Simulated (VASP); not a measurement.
# MgS (lda) (Fm-3m) in VASP: a series of runs

The runs below take MgS (lda) through single point, relaxation of cell and atoms, with LDA.

All numbers are computed with VASP 6.6.1; they aren't measurements. Logs are shortened: lines on timing, memory, paths and dates and some standing lists are left out, and cuts for length are marked.

**1. The cell of the first run**

It takes space group Fm-3m (No. 225, cubic). Conventional cell: a = 5.209 Å, b = 5.209 Å, c = 5.209 Å, α = 90.00°, β = 90.00°, γ = 90.00°. Within 3.4 Å of Mg (site symmetry m-3m) lie 6 S at 2.60 Å. S (site symmetry m-3m) has 6 Mg at 2.60 Å within 3.4 Å.

**2. Single point, LDA**

File INCAR:

```
PREC = Accurate
ENCUT = 600
EDIFF = 1E-6
ISMEAR = 0
SIGMA = 0.1
LREAL = F
LASPH = T
NELM = 120
ALGO = Normal
ISIF = 2
LWAVE = F
LCHARG = F
GGA = CA
NBANDS = 11
GGA_COMPAT = F
```

File KPOINTS:

```
regular mesh
0
Gamma
  6 6 6
```

File POSCAR:

```
MgS
1.0
    0.0000000000      2.6043975600      2.6043975600
    2.6043975600      0.0000000000      2.6043975600
    2.6043975600      2.6043975600      0.0000000000
Mg S
1 1
Direct
    0.0000000000      0.0000000000      0.0000000000
    0.5000000000      0.5000000000      0.5000000000
```

Potentials or basis: VASP PAW LDA potentials, release 64 (Mg, S).

Command:

```bash
$ cat potpaw_LDA.64/Mg/POTCAR potpaw_LDA.64/S/POTCAR > POTCAR
$ mpirun -np 1 vasp_std > vasp.out
```

OUTCAR:

```text
PREC = Accurate
   ENCUT = 600
   EDIFF = 1E-6
   ISMEAR = 0
   LREAL = F
   LASPH = T
   NELM = 120
   ISIF = 2
   GGA = CA

 ion  position               nearest neighbor table
   1  0.000  0.000  0.000-   2 2.60   2 2.60   2 2.60   2 2.60   2 2.60   2 2.60
   2  0.500  0.500  0.500-   1 2.60   1 2.60   1 2.60   1 2.60   1 2.60   1 2.60

  LATTYP: Found a face centered cubic cell.
 ALAT       =     5.2087951200

  Lattice vectors:

 A1 = (   0.0000000000,   2.6043975600,   2.6043975600)
 A2 = (   2.6043975600,   0.0000000000,   2.6043975600)
 A3 = (   2.6043975600,   2.6043975600,   0.0000000000)

Analysis of symmetry for initial positions (statically):
=====================================================================
 Subroutine PRICEL returns:
 Original cell was already a primitive cell.

 Routine SETGRP: Setting up the symmetry group for a
 face centered cubic supercell.

 Subroutine GETGRP returns: Found 48 space group operations
 (whereof 48 operations were pure point group operations)
 out of a pool of 48 trial point group operations.

The static configuration has the point symmetry O_h .

Analysis of symmetry for dynamics (positions and initial velocities):
=====================================================================
 Subroutine PRICEL returns:
 Original cell was already a primitive cell.

 Routine SETGRP: Setting up the symmetry group for a
 face centered cubic supercell.

 Subroutine GETGRP returns: Found 48 space group operations
 (whereof 48 operations were pure point group operations)
 out of a pool of 48 trial point group operations.

The dynamic configuration has the point symmetry O_h .

 Subroutine INISYM returns: Found 48 space group operations
 (whereof 48 operations are pure point group operations),
 and found     1 'primitive' translations

----------------------------------------------------------------------------------------

                                     Primitive cell

  volume of cell :      35.3307

  direct lattice vectors                    reciprocal lattice vectors
     0.000000000  2.604397560  2.604397560    -0.191982978  0.191982978  0.191982978
     2.604397560  0.000000000  2.604397560     0.191982978 -0.191982978  0.191982978
     2.604397560  2.604397560  0.000000000     0.191982978  0.191982978 -0.191982978

  length of vectors
     3.683174351  3.683174351  3.683174351     0.332524272  0.332524272  0.332524272

[... 78 lines left out ...]
   ISYM   =      2    0-nonsym 1-usesym 2-fastsym
   POTIM  = 0.5000    time-step for ionic-motion
   TEBEG  =    0.0;   TEEND  =   0.0 temperature during run
   PSTRESS=    0.0 pullay stress
   NELECT =       8.0000    total number of electrons
   NUPDOWN=      -1.0000    fix difference up-down
   EMIN   =  10.00;   EMAX   =-10.00  energy-range for DOS
   EFERMI =   0.00;   METHOD = LEGACY
   ISMEAR =     0;   SIGMA  =   0.10  broadening in eV -4-tet -1-fermi 0-gaus
   EFERMI_NEDOS =   21; number of points for ismear=-14 and -15
   IALGO  =     38    algorithm
   IMIX   =      4    mixing-type and parameters
     AMIX     =   0.40;   BMIX     =  1.00
     AMIX_MAG =   1.60;   BMIX_MAG =  1.00
  volume/ion in A,a.u.               =      17.67       119.21
  Fermi-wavevector in a.u.,A,eV,Ry     =   0.997825  1.885615 13.546695  0.995654
  Thomas-Fermi vector in A             =   2.130007
   LORBIT       =      0    0 simple, 1 ext, 2 COOP (PROOUT), +10 PAW based schemes
   GGA     = CA    functional components
   LHFCALC =     F    Hartree Fock is set to
   AEXX    =    0.0000 exact exchange contribution
   IVDW    =     0    specifies the selected vdW correction
   LEPSILON=     F    determine dielectric tensor
   LRPA    =     F    only Hartree local field effects (RPA)
 non-spin polarized calculation
 Gauss-broadening in eV      SIGMA  =   0.10
  energy-cutoff  :      600.00
  volume of cell :       35.33
 maximum number of plane-waves:      1243
 NGX is ok and might be reduce to    30
   NGX = 15   NGY = 15   NGZ = 15

 number of electron       7.9999999 magnetization

 Free energy of the ion-electron system (eV)
  ---------------------------------------------------
  ext. energy  EPLUGINS =         0.00000000
  ---------------------------------------------------
  free energy    TOTEN  =        -9.56590454 eV

  energy without entropy =       -9.56590454  energy(sigma->0) =       -9.56590454

 E-fermi :   4.0578     XC(G=0):  -9.9745

 val. band max:        3.5547146655   @ k =   0.0000   0.0000   0.0000
 cond. band min:       6.1035521184   @ k =   0.5000   0.5000   0.0000
 fundamental gap:      2.5488374529
 Fermi energy:         4.0577949895

 k-point     1 :       0.0000    0.0000    0.0000
  band No.  band energies     occupation
      1      -9.0676      2.00000
      2       3.5547      2.00000
      3       3.5547      2.00000
      4       3.5547      2.00000
      5       7.0206      0.00000
      6      11.3920      0.00000
      7      11.3920      0.00000
      8      11.3920      0.00000
      9      13.8148      0.00000
     10      13.8148      0.00000
     11      15.8986      0.00000
[... 197 lines left out ...]
 k-point    16 :      -0.3333    0.5000    0.1667
  band No.  band energies     occupation
      1      -7.3304      2.00000
      2      -0.2378      2.00000
      3       0.9425      2.00000
      4       1.2960      2.00000
      5       7.7666      0.00000
      6       9.6537      0.00000
      7      12.5072      0.00000
      8      13.2095      0.00000
      9      17.0439      0.00000
     10      18.3436      0.00000
     11      18.8441      0.00000

------------------------ aborting loop because EDIFF is reached ----------------------------------------

  FORCE on cell =-STRESS in cart. coord.  units (eV):
  Direction    XX          YY          ZZ          XY          YZ          ZX
  --------------------------------------------------------------------------------------
  -------------------------------------------------------------------------------------
  Total       -0.8859055     -0.8859055     -0.8859055     -0.0000000      0.0000000     -0.0000000
  in kB      -40.1740998    -40.1740998    -40.1740998     -0.0000000      0.0000000     -0.0000000
  external PRESSURE =     -40.1740998 kB  Pullay stress =       0.0000000 kB

 VOLUME and BASIS-vectors are now :
 -----------------------------------------------------------------------------
  energy-cutoff  :      600.00
  volume of cell :       35.33
      direct lattice vectors                 reciprocal lattice vectors
     0.000000000  2.604397560  2.604397560    -0.191982978  0.191982978  0.191982978
     2.604397560  0.000000000  2.604397560     0.191982978 -0.191982978  0.191982978
     2.604397560  2.604397560  0.000000000     0.191982978  0.191982978 -0.191982978

 POSITION                                       TOTAL-FORCE (eV/Angst)
 -----------------------------------------------------------------------------------
      0.00000      0.00000      0.00000        -0.000000     -0.000000     -0.000000
      2.60440      2.60440      2.60440         0.000000      0.000000      0.000000
 -----------------------------------------------------------------------------------
    total drift:                               -0.000000     -0.000000      0.000000

  FREE ENERGIE OF THE ION-ELECTRON SYSTEM (eV)
  ---------------------------------------------------
  free  energy   TOTEN  =        -9.5659045425 eV

  energy  without entropy=       -9.5659045425  energy(sigma->0) =       -9.56590454
```

It used 7.2 s of CPU time on 1 thread of Intel Xeon 6975P-C, on a shared host.

What came out:

| Quantity | Value |
| --- | --- |
| Free energy | -9.5659 eV |
| Pressure | -4.0 GPa |
| Band gap on the k mesh | 2.55 eV, indirect (least direct gap 3.47 eV) |

Levels at points of the mesh, in eV from the valence-band top:
| k point | band 1 | band 2 | band 3 | band 4 | band 5 | band 6 | band 7 | band 8 |
| --- | --- | --- | --- | --- | --- | --- | --- | --- |
| (0.00, 0.00, 0.00) | -12.62 | 0.00 | 0.00 | 0.00 | 3.47 | 7.84 | 7.84 | 7.84 |
| (0.50, 0.00, 0.00) | -11.30 | -4.89 | -0.59 | -0.59 | 4.37 | 6.74 | 6.74 | 9.81 |
| (0.50, 0.50, 0.00) | -10.92 | -4.24 | -1.70 | -1.70 | 2.55 | 4.26 | 11.76 | 12.75 |

**3. Single point, LDA**

This run uses another cell than the first one, of 16.87 Å³/atom, 0.955 times its volume.

File INCAR:

```
SYSTEM = MgS
ALGO = Normal
EDIFF = 1E-6
ENCUT = 600
GGA_COMPAT = .False.
ISIF = 2
ISMEAR = 0
LASPH = .True.
LCHARG = .False.
LREAL = .False.
LWAVE = .False.
NBANDS = 11
NELM = 120
PREC = Accurate
SIGMA = 0.02
```

File KPOINTS:

```
k-points
0
Gamma
  8 8 8
  0 0 0
```

File POSCAR:

```
MgS
1.0
    0.0000000000      2.5648660395      2.5648660395
    2.5648660395      0.0000000000      2.5648660395
    2.5648660395      2.5648660395      0.0000000000
Mg S
1 1
Direct
    0.0000000000      0.0000000000      0.0000000000
    0.5000000000      0.5000000000      0.5000000000
```

Potentials or basis: VASP PAW LDA potentials, release 64 (Mg, S).

Command:

```bash
$ cat potpaw_LDA.64/Mg/POTCAR potpaw_LDA.64/S/POTCAR > POTCAR
$ mpirun -np 1 vasp_std > vasp.out
```

It took 17 s on 1 thread of Intel Xeon 6975P-C, shared host; peak memory 0.15 GiB.

It converged, with:

```yaml
Free_energy: -9.5924 eV
Pressure: -0.6 GPa
Band_gap_on_the_k_mesh: 2.65 eV, indirect (least direct gap 3.84 eV)
```

Levels at points of the mesh, in eV from the valence-band top:
```csv
k point,band 2,band 3,band 4,band 5,band 6,band 7
"(0.00, 0.00, 0.00)",0.00,0.00,0.00,3.84,7.81,7.81
"(0.50, 0.00, 0.00)",-5.14,-0.64,-0.64,4.44,6.79,6.79
"(0.50, 0.50, 0.00)",-4.48,-1.81,-1.81,2.65,4.12,12.22
```

A k mesh can miss the band edges.

**4. Relaxation of cell and atoms, LDA**

File INCAR:

```
SYSTEM = MgS
PREC = Accurate
ENCUT = 600
EDIFF = 1E-7
ISMEAR = 0
SIGMA = 0.02
LREAL = .False.
LASPH = .True.
NELM = 120
ALGO = Normal
ISIF = 3
LWAVE = .False.
LCHARG = .False.
IBRION = 2
NSW = 100
EDIFFG = -0.002
GGA_COMPAT = .False.
NELMIN = 4
```

File KPOINTS:

```
Automatic mesh
0
Gamma
  8 8 8
  0 0 0
```

File POSCAR:

```
MgS
1.0
    0.0000000000      2.6043975600      2.6043975600
    2.6043975600      0.0000000000      2.6043975600
    2.6043975600      2.6043975600      0.0000000000
Mg S
1 1
Direct
    0.0000000000      0.0000000000      0.0000000000
    0.5000000000      0.5000000000      0.5000000000
```

Command:

```bash
$ cat potpaw_LDA.64/Mg/POTCAR potpaw_LDA.64/S/POTCAR > POTCAR
$ mpirun -np 1 vasp_std > vasp.out
```

Wall time 28 s (1 thread of Intel Xeon 6975P-C, shared host); peak memory 0.16 GiB.

The run converged. Its results:

| Property | Result |
| --- | --- |
| Free energy | -9.5929 eV |
| Relaxed volume | 16.76 Å³/atom |
| Relaxed cell | a = 3.619 Å, b = 3.619 Å, c = 3.619 Å, α = 60.00°, β = 60.00°, γ = 60.00° |
| Space group after relaxing (to 0.05 Å) | Fm-3m (No. 225) |
| Energy gained by relaxing | 12.0 meV/atom |
| Ionic steps | 3 |
| Pressure after relaxing | 0.0 GPa |
| Band gap on the k mesh | 2.66 eV, indirect (least direct gap 3.89 eV) |

The path:
| step | energy change (eV) | largest force (eV/Å) | pressure (GPa) | volume (Å³) |
| --- | --- | --- | --- | --- |
| 1 | 0.0000 | 0.0000 | -4.04 | 35.33 |
| 2 | -0.0226 | 0.0000 | 1.07 | 33.10 |
| 3 | -0.0239 | 0.0000 | 0.00 | 33.51 |

Final structure:
```
Mg S
1.0
     0.00000    2.55887    2.55887
     2.55887    0.00000    2.55887
     2.55887    2.55887    0.00000
Mg S
1 1
Cartesian
  0.0000 0.0000 0.0000
  2.5589 2.5589 2.5589
```

Levels at points of the mesh, in eV from the valence-band top:
```csv
k point,band 2,band 3,band 4,band 5,band 6,band 7
"(0.00, 0.00, 0.00)",0.00,0.00,0.00,3.89,7.80,7.80
"(0.50, 0.00, 0.00)",-5.18,-0.65,-0.65,4.45,6.80,6.80
"(0.50, 0.50, 0.00)",-4.52,-1.82,-1.82,2.66,4.09,12.29
```

A k mesh can miss the band edges. LDA gaps usually lie below the measured ones, often by a third to a half.

**5. Summary**

| task | cell | k mesh | smearing | gap on the mesh (eV) | pressure (GPa) |
| --- | --- | --- | --- | --- | --- |
| single point | a = 3.683 Å, angles 60.0°, 2 atoms | 6 × 6 × 6 | gaussian 0.1 eV | 2.55 | -4.0 |
| single point | a = 3.627 Å, angles 60.0°, 2 atoms | 8 × 8 × 8 | gaussian 0.02 eV | 2.65 | -0.6 |
| relaxation of cell and atoms | relaxed from a = 3.683 Å, angles 60.0°, 2 atoms | 8 × 8 × 8 | gaussian 0.02 eV | 2.66 | 0.0 |

Alike in all rows: level LDA; potentials or basis VASP PAW LDA potentials, release 64 (Mg, S); no spin polarisation; cutoff (eV) 600.

Absolute energies hang on the potentials; compare differences alone.
